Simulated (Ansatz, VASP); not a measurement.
**One calculation of B2AsN, two programs**

```
N B As
1.0
    -2.12115    2.12115    4.15339
     2.12115   -2.12115    4.15339
     2.12115    2.12115   -4.15339
N B As
2 4 2
Cartesian
  0.0000 0.0000 0.0000
  2.1212 0.0000 2.0767
  1.3793 1.0606 3.1150
  -1.0606 1.3793 5.1917
  0.7418 1.0606 -1.0383
  1.0606 -1.3793 5.1917
  0.0000 0.0000 4.1534
  0.0000 2.1212 2.0767
```

Alike in both runs: task single point; functional PBE; k mesh 8 × 8 × 8; no spin polarisation.

```csv
,VASP,Ansatz
version,VASP 6.6.1,Ansatz 0.2.0
potentials or method,"VASP PAW PBE potentials, release 64 (N, B, As)","plane waves, PAW"
plane-wave cutoff (eV),520,420
occupations,"gaussian, width 0.01 eV",fixed
valence electrons in the cell,32,52
```

```csv
,VASP,Ansatz,Ansatz less VASP
gap on the k mesh at the Fermi level (eV),2.08,2.08,+0.002
pressure (GPa),3.0,2.3,-0.71
rms of the force components (eV/Å),0.121,0.090,-0.0311
```

VASP's potentials hold 32 valence electrons a cell and Ansatz's 52, so a difference there can come from the potentials and not from the codes.
